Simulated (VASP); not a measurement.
The system is IrF2.

```
Ir F
1.0
     0.00000    2.56890    2.56890
     2.56890    0.00000    2.56890
     2.56890    2.56890    0.00000
Ir F
1 2
Direct
  0.00000 0.00000 0.00000
  0.25000 0.25000 0.25000
  0.75000 0.75000 0.75000
```

```yaml
Program: VASP 6.6.1
Task: relaxation of cell and atoms
Functional: PBE
Potentials_or_basis: VASP PAW PBE potentials, release 64 (Ir, F)
Cutoff: 600 eV
k_mesh: 6 × 6 × 6
Occupations: gaussian, width 0.1 eV
Spin: collinear spin
Starting_moments: "[0.26, 0.0, 0.0] μB"
```

At the start: pressure 23.1 GPa; volume 11.30 Å³/atom.

Task: Where does the relaxation end?

Result: Over 4 steps the energy falls by 197.8 meV/atom and the volume is 13.65 Å³/atom (+20.8 %); space group Fm-3m (No. 225, to 0.1 Å) before and after; moment 3.00 μB per cell.

The path:
```tsv
step	energy change (eV)	largest force (eV/Å)	pressure (GPa)	volume (Å³)
1	0.0000	0.0000	23.09	33.91
2	-0.5742	0.0000	-3.81	42.54
3	-0.5916	0.0000	-1.25	41.45
4	-0.5935	0.0000	0.05	40.95
```

Final structure:
```
CELL_PARAMETERS angstrom
0.00000 2.73582 2.73582
2.73582 0.00000 2.73582
2.73582 2.73582 0.00000
ATOMIC_POSITIONS crystal
Ir 0.00000 0.00000 0.00000
F 0.25000 0.25000 0.25000
F 0.75000 0.75000 0.75000
```

Caveat: the volume moved by over 15 % at a fixed basis, so the end points are rough.
